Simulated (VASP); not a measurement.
Al:

```
Al
1.0
     2.82708    0.00000    0.00000
    -1.41354    2.44832    0.00000
     0.00000    0.00000    9.18599
Al
4
Direct
  0.00000 0.00000 0.00000
  0.00000 0.00000 0.50000
  0.33333 0.66667 0.25000
  0.66667 0.33333 0.75000
```

| Quantity | Value |
| --- | --- |
| Program | VASP 6.6.1 |
| Task | relaxation of cell and atoms |
| Functional | LDA |
| Potentials or basis | VASP PAW LDA potentials, release 64 (Al) |
| Cutoff | 600 eV |
| k mesh | 9 × 9 × 3 |
| Occupations | gaussian, width 0.15 eV |
| Spin | no spin polarisation |

At the start: pressure -0.3 GPa; volume 15.90 Å³/atom.

**Question.** How do energy, volume and symmetry change on relaxing?

**Answer.** Over 5 steps the energy falls by 2.9 meV/atom and the volume is 15.86 Å³/atom (-0.2 %); space group P6_3/mmc (No. 194, to 0.05 Å).

The path:
| step | energy change (eV) | largest force (eV/Å) | pressure (GPa) | volume (Å³) |
| --- | --- | --- | --- | --- |
| 1 | 0.0000 | 0.0000 | -0.30 | 63.58 |
| 2 | -0.0111 | 0.0000 | 0.12 | 63.31 |
| 3 | -0.0113 | 0.0000 | 0.19 | 63.26 |
| 4 | -0.0113 | 0.0000 | 0.21 | 63.26 |
| 5 | -0.0114 | 0.0000 | -0.04 | 63.44 |

Final structure:
```
Al
1.0
     2.80514    0.00000    0.00000
    -1.40257    2.42932    0.00000
     0.00000    0.00000    9.30986
Al
4
Direct
  0.00000 0.00000 0.00000
  0.00000 0.00000 0.50000
  0.33333 0.66667 0.25000
  0.66667 0.33333 0.75000
```
